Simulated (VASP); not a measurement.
W, 1 atom in the cell. It takes space group I4/mmm (No. 139, tetragonal). Conventional cell: a = 2.871 Å, b = 2.871 Å, c = 3.938 Å, α = 90.00°, β = 90.00°, γ = 90.00°. W (site symmetry 4/mmm) has 12 W at 2.83 to 2.87 Å within 3.7 Å.  This cell differs from its parent crystal: strain -0.0300 x Voigt [0, 0, 1, 0, 0, 0].

| Property | Result |
| --- | --- |
| Program | VASP 6.6.1 |
| Task | single point |
| Functional | r2SCAN |
| Potentials or basis | VASP PAW PBE potentials, release 64 (W_sv) |
| Cutoff | 520 eV |
| k mesh | 20 × 20 × 20 |
| Occupations | gaussian, width 0.15 eV |
| Spin | no spin polarisation |
| Dipole correction | no |
| Further INCAR settings | ALGO = Normal; EDIFF = 1e-06; NBANDS = 13 |

Potentials or basis: VASP PAW PBE potentials, release 64 (W_sv).

The run is started by

```bash
$ cat potpaw_PBE.64/W_sv/POTCAR > POTCAR
$ cp INCAR.step1 INCAR
$ mpirun -np 1 vasp_std > vasp.out
$ cp INCAR.step2 INCAR
$ mpirun -np 1 vasp_std > vasp.out
```

Hardware: 1 thread of Intel(R) Xeon(R) 6975P-C (Granite Rapids), with other jobs on the host.

Estimate the wall time of this run.

Wall time 2.4 min on 1 thread of Intel(R) Xeon(R) 6975P-C (Granite Rapids), on a shared host, peak memory 0.25 GiB. Counts: k points 641.
